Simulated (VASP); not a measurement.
Input of a VASP 6.6.1 run:

The input POSCAR:

```
Mo
1.0
   -1.5945650000      1.5945650000      1.5945650000
    1.5945650000     -1.5945650000      1.5945650000
    1.5945650000      1.5945650000     -1.5945650000
Mo
1
Direct
    0.0000000000      0.0000000000      0.0000000000
```

INCAR.step1

```
ALGO = Normal ; EDIFF = 1E-4
ENCUT = 520 ; GGA = PE
ISMEAR = 0 ; LASPH = T
LCHARG = F ; LREAL = F
LWAVE = T ; NBANDS = 13
NELM = 80 ; PREC = Accurate
SIGMA = 0.15
```

INCAR.step2

```
ALGO = Normal ; EDIFF = 1E-6
ENCUT = 520 ; ISIF = 2
ISMEAR = 0 ; ISTART = 1
LASPH = T ; LCHARG = T
LELF = T ; LMIXTAU = T
LREAL = F ; LVHAR = T
LWAVE = F ; METAGGA = R2SCAN
NBANDS = 13 ; NELM = 80
PREC = Accurate ; SIGMA = 0.15
```

The input KPOINTS:

```
k-points
0
Gamma
  22 22 22
```

Potentials or basis: VASP PAW PBE potentials, release 64 (Mo_sv).

The run is started by

```sh
$ cat potpaw_PBE.64/Mo_sv/POTCAR > POTCAR
$ cp INCAR.step1 INCAR
$ mpirun -np 1 vasp_std > vasp.out
$ cp INCAR.step2 INCAR
$ mpirun -np 1 vasp_std > vasp.out
```

(1) What does it give for the band gap on the k mesh?

(2) Estimate the pressure.

Results:

(1) zero (band 7 reaches 15.89 eV, above the bottom of band 8 at 10.61 eV).

(2) -8.1 GPa.

Caveat: the cell differs from its parent crystal (strain +0.015 along x and y, +0.015 along z); the PAW data sets were made with another functional, which shifts forces and pressure a little.
